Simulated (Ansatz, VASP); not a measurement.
**Ba in VASP and in Ansatz**

INCAR

```
ALGO     = Fast           # electronic algorithm
EDIFF    = 1E-6           # SCF threshold, eV
ENCUT    = 520            # plane-wave cutoff, eV
GGA      = PS             # functional
ISIF     = 2              # what is computed and relaxed
ISMEAR   = 0              # smearing method
LASPH    = True           # aspherical terms in the spheres
LCHARG   = False          # write CHGCAR
LREAL    = False          # projectors in reciprocal space
LWAVE    = False          # write WAVECAR
NBANDS   = 11             # bands
NELM     = 100            # most SCF steps
PREC     = Accurate       # precision mode
SIGMA    = 0.15           # smearing width, eV
```

The input KPOINTS:

```
k-points
0
Gamma
  14 14 14
```

The input POSCAR:

```
Ba
1.0
   -2.3750000000      2.3750000000      2.5000000000
    2.3750000000     -2.3750000000      2.5000000000
    2.3750000000      2.3750000000     -2.5000000000
Ba
1
Direct
    0.0000000000      0.0000000000      0.0000000000
```

Input for Ansatz:

```yaml
crystal:
  lattice:
    - [-2.375, 2.375, 2.5]
    - [2.375, -2.375, 2.5]
    - [2.375, 2.375, -2.5]
  atoms:
    - { symbol: Ba, position: [0.0, 0.0, 0.0] }
basis:
  ecutwfc: 420
kpoints:
  mp_grid: { grid: [14, 14, 14] }
hamiltonian:
  xc: pbesol
scf:
  occupations: { method: gaussian, width: 0.15 }
output:
  forces: true
  stress: true
  eigenvalues: true
  write_density: true
  write_potential: true
  elf: true
  volumetric_format: npy
```

Change from the starting cell: strain -0.050 along x and y, +0.000 along z, atoms carried along.

Alike in both runs: task single point; functional PBEsol; k mesh 14 × 14 × 14; occupations gaussian, width 0.15 eV; no spin polarisation.

|  | VASP | Ansatz |
| --- | --- | --- |
| version | VASP 6.6.1 | Ansatz 0.2.0 |
| potentials or method | VASP PAW PBE potentials, release 64 (Ba_sv), cutoff 520 eV | scalar-relativistic, plane waves, PAW |
| valence electrons in the cell | 10 | 10 |

```csv
,VASP,Ansatz,Ansatz less VASP
gap on the k mesh at the Fermi level (eV),none,none,-
pressure (GPa),0.4,0.3,-0.09
"traceless stress, the component that is largest in VASP (GPa)",-0.17,-0.17,+0.003
```

VASP's potentials were made for PBE, not for PBEsol. A gap of «none» marks a metal or a gap that the smearing closes. The functional is the same, so the differences come from potentials, cutoffs and numerics.

Neither program's run includes spin-orbit coupling.
